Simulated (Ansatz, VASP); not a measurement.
# Al in VASP and in Ansatz

```
Al
1.0
     2.66768    0.00000    0.00000
    -1.33384    2.31028    0.00000
     0.00000    0.00000    4.45463
Al
2
Cartesian
  1.3338 0.7701 3.3410
  0.0000 1.5402 1.1137
```

Change from the starting cell: strain -0.050 along x and y, -0.050 along z, atoms carried along.

Alike in both runs: task single point; functional r2SCAN; k mesh 24 × 24 × 14; occupations gaussian, width 0.15 eV; no spin polarisation.

|  | VASP | Ansatz |
| --- | --- | --- |
| version | VASP 6.6.1 | Ansatz 0.2.0 |
| potentials or method | VASP PAW PBE potentials, release 64 (Al), cutoff 520 eV | scalar-relativistic, plane waves, PAW |
| valence electrons in the cell | 6 | 6 |

|  | VASP | Ansatz | Ansatz less VASP |
| --- | --- | --- | --- |
| gap on the k mesh at the Fermi level (eV) | none | none | - |
| pressure (GPa) | 18.5 | 19.0 | +0.48 |
| traceless stress, the component that is largest in VASP (GPa) | -1.73 | -1.73 | -0.006 |

VASP's potentials were made for PBE, not for r2SCAN. A gap of «none» marks a metal or a gap that the smearing closes. The functional is the same, so the differences come from potentials, cutoffs and numerics.
